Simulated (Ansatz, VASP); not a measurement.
**Zr2Cl: VASP beside Ansatz**

```
Zr Cl
1.0
     4.54156    0.00000    0.00000
     0.00000    4.54156    0.00000
     0.00000    0.00000    3.05201
Zr Cl
2 1
Direct
  0.00000 0.50000 0.50000
  0.50000 0.00000 0.50000
  0.50000 0.50000 0.00000
```

Alike in both runs: functional PBE; k mesh 4 × 4 × 6; occupations gaussian, width 0.1 eV; no spin polarisation.

Ansatz relaxed the structure, and its values are those at the end. VASP's run is a single point on that final structure, the one shown.

|  | VASP | Ansatz |
| --- | --- | --- |
| version | VASP 6.6.1 | Ansatz 0.2.0 |
| potentials or method | VASP PAW PBE potentials, release 64 (Zr_sv, Cl), cutoff 520 eV | scalar-relativistic, plane waves, PAW |
| valence electrons in the cell | 31 | 31 |

```tsv
	VASP	Ansatz	Ansatz less VASP
gap on the k mesh at the Fermi level (eV)	none	none	-
pressure (GPa)	0.2	0.0	-0.17
```

A gap of «none» marks a metal or a gap that the smearing closes.
